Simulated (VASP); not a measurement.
# CsInH4 (P4/mmm) in VASP: a series of runs

Runs on CsInH4. Level: PBE. Tasks: single point, relaxation of cell and atoms.

Everything below comes from runs of VASP 6.6.1. Logs are shortened: lines on timing, memory, paths and dates and some standing lists are left out, and cuts for length are marked.

### 1 The cell of the first run

Symmetry: P4/mmm, No. 123, tetragonal system. Conventional cell: a = 4.177 Å, b = 4.177 Å, c = 6.830 Å, α = 90.00°, β = 90.00°, γ = 90.00°. Within 3.9 Å of Cs (site symmetry 4/mmm) lie 12 H at 2.98 to 3.80 Å. Within 3.9 Å of In (site symmetry 4/mmm) lie 12 H at 2.98 to 3.82 Å. Within 1.1 Å of H (site symmetry 4mm) lie 1 H at 0.81 Å. Within 1.1 Å of H (site symmetry 4mm) lie 1 H at 0.77 Å.

The cell was built from a structure type or drawn by symmetry, and may not be a known phase.

### 2 Single point, PBE

The input, INCAR:

```
SYSTEM = CsInH4
  PREC = Accurate
  ENCUT = 520
  EDIFF = 1E-6
  ISMEAR = 0
  SIGMA = 0.1
  LREAL = .False.
  LASPH = .True.
  NELM = 100
  ALGO = Normal
  ISIF = 2
  LWAVE = .False.
  LCHARG = .False.
  GGA = PE
  NBANDS = 22
```

The input, KPOINTS:

```
Automatic mesh
0
Gamma
  6 6 4
  0 0 0
```

The input, POSCAR:

```
CsInH4
1.0
    4.1774204376      0.0000000000      0.0000000000
    0.0000000000      4.1774204376      0.0000000000
    0.0000000000      0.0000000000      6.8300821913
Cs In H
1 1 4
Direct
    0.5000000000      0.5000000000      0.5000000000
    0.0000000000      0.0000000000      0.0000000000
    0.0000000000      0.0000000000      0.5592768395
    0.5000000000      0.5000000000      0.0564793323
    0.5000000000      0.5000000000      0.9435206677
    0.0000000000      0.0000000000      0.4407231605
```

Potentials or basis: VASP PAW PBE potentials, release 64 (Cs_sv, In_d, H).

On the command line:

```sh
cat potpaw_PBE.64/Cs_sv/POTCAR potpaw_PBE.64/In_d/POTCAR potpaw_PBE.64/H/POTCAR > POTCAR
mpirun -np 1 vasp_std > vasp.out
```

OUTCAR:

```text
SYSTEM = CsInH4
   PREC = Accurate
   ENCUT = 520
   EDIFF = 1E-6
   ISMEAR = 0
   LREAL = .False.
   LASPH = .True.
   NELM = 100
   ISIF = 2
   GGA = PE

 ion  position               nearest neighbor table
   1  0.500  0.500  0.500-
   2  0.000  0.000  0.000-
   3  0.000  0.000  0.559-   6 0.81
   4  0.500  0.500  0.056-   5 0.77
   5  0.500  0.500  0.944-   4 0.77
   6  0.000  0.000  0.441-   3 0.81

  LATTYP: Found a simple tetragonal cell.
 ALAT       =     4.1774204376
 C/A-ratio  =     1.6349999463

  Lattice vectors:

 A1 = (   4.1774204376,   0.0000000000,   0.0000000000)
 A2 = (   0.0000000000,   4.1774204376,   0.0000000000)
 A3 = (   0.0000000000,   0.0000000000,   6.8300821913)

Analysis of symmetry for initial positions (statically):
=====================================================================
 Subroutine PRICEL returns:
 Original cell was already a primitive cell.

 Routine SETGRP: Setting up the symmetry group for a
 simple tetragonal supercell.

 Subroutine GETGRP returns: Found 16 space group operations
 (whereof 16 operations were pure point group operations)
 out of a pool of 16 trial point group operations.

The static configuration has the point symmetry D_4h.

Analysis of symmetry for dynamics (positions and initial velocities):
=====================================================================
 Subroutine PRICEL returns:
 Original cell was already a primitive cell.

 Routine SETGRP: Setting up the symmetry group for a
 simple tetragonal supercell.

 Subroutine GETGRP returns: Found 16 space group operations
 (whereof 16 operations were pure point group operations)
 out of a pool of 16 trial point group operations.

The dynamic configuration has the point symmetry D_4h.

 Subroutine INISYM returns: Found 16 space group operations
 (whereof 16 operations are pure point group operations),
 and found     1 'primitive' translations

----------------------------------------------------------------------------------------

                                     Primitive cell

  volume of cell :     119.1907

  direct lattice vectors                    reciprocal lattice vectors
     4.177420438  0.000000000  0.000000000     0.239382177  0.000000000  0.000000000
     0.000000000  4.177420438  0.000000000     0.000000000  0.239382177  0.000000000
     0.000000000  0.000000000  6.830082191     0.000000000  0.000000000  0.146411122

  length of vectors
     4.177420438  4.177420438  6.830082191     0.239382177  0.239382177  0.146411122

  position of ions in fractional coordinates (direct lattice)
     0.500000000  0.500000000  0.500000000
     0.000000000  0.000000000  0.000000000
     0.000000000  0.000000000  0.559276840
     0.500000000  0.500000000  0.056479332
     0.500000000  0.500000000  0.943520668
     0.000000000  0.000000000  0.440723160

  ion indices of the primitive-cell ions
   primitive index   ion index
                 1           1
                 2           2
                 3           3
                 4           4
                 5           5
                 6           6

----------------------------------------------------------------------------------------

 KPOINTS: Automatic mesh

Automatic generation of k-mesh.
 Grid dimensions read from file:
 generate k-points for:    6    6    4

 Generating k-lattice:

  Cartesian coordinates                     Fractional coordinates (reciprocal lattice)
     0.039897030  0.000000000  0.000000000     0.166666667  0.000000000  0.000000000
     0.000000000  0.039897030  0.000000000     0.000000000  0.166666667  0.000000000
     0.000000000  0.000000000  0.036602781     0.000000000  0.000000000  0.250000000

  Length of vectors
     0.039897030  0.039897030  0.036602781

  Shift w.r.t. Gamma in fractional coordinates (k-lattice)
     0.000000000  0.000000000  0.000000000

 Subroutine IBZKPT returns following result:
 ===========================================

 Found     30 irreducible k-points:

 Following reciprocal coordinates:
            Coordinates               Weight
  0.000000  0.000000  0.000000      1.000000
  0.166667  0.000000  0.000000      4.000000
  0.333333  0.000000  0.000000      4.000000
  0.500000  0.000000  0.000000      2.000000
  0.166667  0.166667  0.000000      4.000000
  0.333333  0.166667  0.000000      8.000000
[... 16 lines left out ...]
  0.333333  0.000000  0.500000      4.000000
  0.500000  0.000000  0.500000      2.000000
 [... further k-points ...]
   k-points           NKPTS =     30   k-points in BZ     NKDIM =     30   number of bands    NBANDS=     22
   number of dos      NEDOS =    301   number of ions     NIONS =      6
   total plane-waves  NPLWV =  55296
   dimension x,y,z NGX =    32 NGY =   32 NGZ =   54
   dimension x,y,z NGXF=    64 NGYF=   64 NGZF=  108
   ions per type =               1   1   4
   NGX,Y,Z   is equivalent  to a cutoff of  12.73, 12.73, 13.14 a.u.
   NGXF,Y,Z  is equivalent  to a cutoff of  25.47, 25.47, 26.29 a.u.
 SYSTEM =  CsInH4
   PREC   = accura    normal or accurate (medium, high low for compatibility)
   ISTART =      0    job   : 0-new  1-cont  2-samecut
   ICHARG =      2    charge: 1-file 2-atom 10-const
   ISPIN  =      1    spin polarized calculation?
   LNONCOLLINEAR =      F non collinear calculations
   LSORBIT =      F    spin-orbit coupling
   LASPH  =      T    aspherical Exc in radial PAW
   ENCUT  =  520.0 eV  38.22 Ry    6.18 a.u.   7.77  7.77 12.70*2*pi/ulx,y,z
   NELM   =    100;   NELMIN=  2; NELMDL= -5     # of ELM steps
   EDIFF  = 0.1E-05   stopping-criterion for ELM
   LREAL  =      F    real-space projection
   EDIFFG = 0.1E-04   stopping-criterion for IOM
   NSW    =      0    number of steps for IOM
   IBRION =     -1    ionic relax: 0-MD 1-quasi-New 2-CG
   NFREE  =      0    steps in history (QN), initial steepest desc. (CG)
   ISIF   =      2    stress and relaxation
   ISYM   =      2    0-nonsym 1-usesym 2-fastsym
   POTIM  = 0.5000    time-step for ionic-motion
   TEBEG  =    0.0;   TEEND  =   0.0 temperature during run
   PSTRESS=    0.0 pullay stress
   NELECT =      26.0000    total number of electrons
   NUPDOWN=      -1.0000    fix difference up-down
   EMIN   =  10.00;   EMAX   =-10.00  energy-range for DOS
   EFERMI =   0.00;   METHOD = LEGACY
   ISMEAR =     0;   SIGMA  =   0.10  broadening in eV -4-tet -1-fermi 0-gaus
   EFERMI_NEDOS =   21; number of points for ismear=-14 and -15
   IALGO  =     38    algorithm
   IMIX   =      4    mixing-type and parameters
     AMIX     =   0.40;   BMIX     =  1.00
     AMIX_MAG =   1.60;   BMIX_MAG =  1.00
  volume/ion in A,a.u.               =      19.87       134.06
  Fermi-wavevector in a.u.,A,eV,Ry     =   0.985489  1.862304 13.213827  0.971189
  Thomas-Fermi vector in A             =   2.116800
   LORBIT       =      0    0 simple, 1 ext, 2 COOP (PROOUT), +10 PAW based schemes
   GGA     = PE    functional components
   LHFCALC =     F    Hartree Fock is set to
   AEXX    =    0.0000 exact exchange contribution
   IVDW    =     0    specifies the selected vdW correction
   LEPSILON=     F    determine dielectric tensor
   LRPA    =     F    only Hartree local field effects (RPA)
 non-spin polarized calculation
 Gauss-broadening in eV      SIGMA  =   0.10
  energy-cutoff  :      520.00
  volume of cell :      119.19
 maximum number of plane-waves:      3224
 NGX is ok and might be reduce to    32
   NGX = 15   NGY = 15   NGZ = 25

 number of electron      25.9999998 magnetization

 Free energy of the ion-electron system (eV)
  ---------------------------------------------------
  ext. energy  EPLUGINS =         0.00000000
  ---------------------------------------------------
  free energy    TOTEN  =       -15.97883941 eV

  energy without entropy =      -15.97306255  energy(sigma->0) =      -15.97595098

 E-fermi :   2.6116     XC(G=0):  -7.8382

 val. band max:        2.6042882319   @ k =   0.5000   0.3333   0.5000
 cond. band min:       2.7091574068   @ k =   0.5000   0.3333   0.2500
 fundamental gap:      0.1048691749
 Fermi energy:         2.6115806579

 k-point     1 :       0.0000    0.0000    0.0000
  band No.  band energies     occupation
      1     -20.7623      2.00000
      2     -12.2296      2.00000
      3     -12.1891      2.00000
      4     -12.0908      2.00000
      5     -12.0908      2.00000
      6     -12.0837      2.00000
[... 14 lines left out ...]
     21       7.3180      0.00000
     22       8.9849      0.00000

 k-point     2 :       0.1667    0.0000    0.0000
  band No.  band energies     occupation
      1     -20.7451      2.00000
      2     -12.2219      2.00000
      3     -12.1925      2.00000
      4     -12.0946      2.00000
      5     -12.0905      2.00000
      6     -12.0789      2.00000
[... 14 lines left out ...]
     21       7.6486      0.00000
     22       7.7470      0.00000

 k-point     3 :       0.3333    0.0000    0.0000
  band No.  band energies     occupation
      1     -20.7103      2.00000
      2     -12.2077      2.00000
      3     -12.1994      2.00000
      4     -12.1023      2.00000
      5     -12.0898      2.00000
      6     -12.0685      2.00000
[... 14 lines left out ...]
     21       7.8511      0.00000
     22       8.2020      0.00000

 k-point     4 :       0.5000    0.0000    0.0000
  band No.  band energies     occupation
      1     -20.6927      2.00000
      2     -12.2028      2.00000
      3     -12.2010      2.00000
      4     -12.1061      2.00000
      5     -12.0895      2.00000
      6     -12.0628      2.00000
[... 14 lines left out ...]
     21       7.9954      0.00000
     22       8.6695      0.00000

 k-point     5 :       0.1667    0.1667    0.0000
  band No.  band energies     occupation
      1     -20.7285      2.00000
      2     -12.2139      2.00000
      3     -12.1972      2.00000
      4     -12.0945      2.00000
      5     -12.0939      2.00000
      6     -12.0748      2.00000
[... 417 lines left out ...]
 k-point    22 :       0.1667    0.0000    0.5000
  band No.  band energies     occupation
      1     -20.7448      2.00000
      2     -12.2219      2.00000
      3     -12.1925      2.00000
      4     -12.0945      2.00000
      5     -12.0906      2.00000
      6     -12.0774      2.00000
[... 14 lines left out ...]
     21       8.4788      0.00000
     22       8.5392      0.00000

 k-point    23 :       0.3333    0.0000    0.5000
  band No.  band energies     occupation
      1     -20.7100      2.00000
      2     -12.2077      2.00000
      3     -12.1993      2.00000
      4     -12.1017      2.00000
      5     -12.0899      2.00000
      6     -12.0667      2.00000
[... 14 lines left out ...]
     21       8.1640      0.00000
     22       8.2924      0.00000

 k-point    24 :       0.5000    0.0000    0.5000
  band No.  band energies     occupation
      1     -20.6924      2.00000
      2     -12.2028      2.00000
      3     -12.2010      2.00000
      4     -12.1052      2.00000
      5     -12.0896      2.00000
      6     -12.0608      2.00000
[... 14 lines left out ...]
     21       8.1214      0.00000
     22      10.1502      0.00000

 [... further k-points ...]
[... 5 lines left out ...]
  --------------------------------------------------------------------------------------
  -------------------------------------------------------------------------------------
  Total        0.1639618      0.1639618      0.2191405      0.0000000     -0.0000000     -0.0000000
  in kB        2.2039970      2.2039970      2.9457160      0.0000000     -0.0000000     -0.0000000
  external PRESSURE =       2.4512366 kB  Pullay stress =       0.0000000 kB

 VOLUME and BASIS-vectors are now :
 -----------------------------------------------------------------------------
  energy-cutoff  :      520.00
  volume of cell :      119.19
      direct lattice vectors                 reciprocal lattice vectors
     4.177420438  0.000000000  0.000000000     0.239382177  0.000000000  0.000000000
     0.000000000  4.177420438  0.000000000     0.000000000  0.239382177  0.000000000
     0.000000000  0.000000000  6.830082191     0.000000000  0.000000000  0.146411122

 POSITION                                       TOTAL-FORCE (eV/Angst)
 -----------------------------------------------------------------------------------
      2.08871      2.08871      3.41504        -0.000000      0.000000      0.000000
      0.00000      0.00000      0.00000        -0.000000      0.000000      0.000000
      0.00000      0.00000      3.81991        -0.000000      0.000000      0.014097
      2.08871      2.08871      0.38576        -0.000000     -0.000000      0.005144
      2.08871      2.08871      6.44432         0.000000      0.000000     -0.005144
      0.00000      0.00000      3.01018        -0.000000      0.000000     -0.014097
 -----------------------------------------------------------------------------------
    total drift:                                0.000000      0.000000      0.000000

  FREE ENERGIE OF THE ION-ELECTRON SYSTEM (eV)
  ---------------------------------------------------
  free  energy   TOTEN  =       -15.9788394124 eV

  energy  without entropy=      -15.9730625525  energy(sigma->0) =      -15.97595098
```

It took 52 s on 1 thread of AMD EPYC 7R43 (Zen 3), shared host; peak memory 0.23 GiB.

What came out:

```
Free energy            : -15.9788 eV
Pressure               : 0.2 GPa
Largest force          : 0.014 eV/Å
Band gap on the k mesh : zero (bands 13 and 14 overlap by 1.41 eV)
```

Forces on the atoms (eV/Å):
```
Cs   0.000  0.000  0.000
In   0.000  0.000  0.000
H    0.000  0.000  0.014
H    0.000  0.000  0.005
H    0.000  0.000 -0.005
H    0.000  0.000 -0.014
```

Levels at points of the mesh, in eV from the Fermi level:
```
           k point  band 10  band 11  band 12  band 13  band 14  band 15  band 16  band 17
(0.00, 0.00, 0.00)    -8.99    -8.43    -3.77    -0.96     1.78     2.62     2.62     3.59
(0.50, 0.00, 0.00)    -8.31    -7.45    -4.66    -1.02     0.29     2.21     2.64     2.79
(0.50, 0.50, 0.00)    -8.64    -7.98    -3.62    -0.55    -0.55     0.41     2.00     2.00
(0.00, 0.00, 0.50)    -8.60    -8.45    -3.99    -0.93     1.83     2.31     2.31     2.84
(0.50, 0.00, 0.50)    -8.04    -7.43    -4.99     0.54     1.08     1.10     1.65     1.93
(0.50, 0.50, 0.50)    -8.63    -7.76    -3.90    -0.87    -0.87     2.04     2.18     3.47
```

Caveat: spin-orbit coupling is left out, which moves the levels of the heavy elements.

[end of part 1 of 2]
